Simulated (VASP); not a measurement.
Here is a VASP 6.6.1 calculation.

Contents of INCAR:

```
PREC = Accurate ; ENCUT = 520
EDIFF = 1E-7 ; ISMEAR = -1
SIGMA = 0.02 ; LREAL = False
LASPH = True ; NELM = 100
ALGO = Normal ; ISIF = 2
LWAVE = False ; LCHARG = False
GGA = PE ; NBANDS = 11
```

Contents of KPOINTS:

```
regular mesh
0
Gamma
  20 20 20
```

Contents of POSCAR:

```
BN
1.0
    0.0000000000      1.8130010000      1.8130010000
    1.8130010000      0.0000000000      1.8130010000
    1.8130010000      1.8130010000      0.0000000000
N B
1 1
Direct
    0.2775785838      0.2775785838      0.2224214162
    0.0000000000      0.0000000000      0.0000000000
```

Potentials or basis: VASP PAW PBE potentials, release 64 (N, B).

Run with:

```bash
$ cat potpaw_PBE.64/N/POTCAR potpaw_PBE.64/B/POTCAR > POTCAR
$ mpirun -np 1 vasp_std > vasp.out
```

**Question.** What does it give for the largest force?

**Answer.** 2.319 eV/Å.

**Question.** What does it give for the band gap on the k mesh?

**Answer.** 3.56 eV, indirect (least direct gap 7.47 eV).

Stress tensor (GPa, compression positive):
```
 3.08 -2.01  0.00
-2.01  3.08  0.00
 0.00  0.00  1.80
```

Caveat: forces of over 1 eV/Å act on the atoms, so gaps and moduli don't describe the material at rest. A k mesh can miss the band edges.
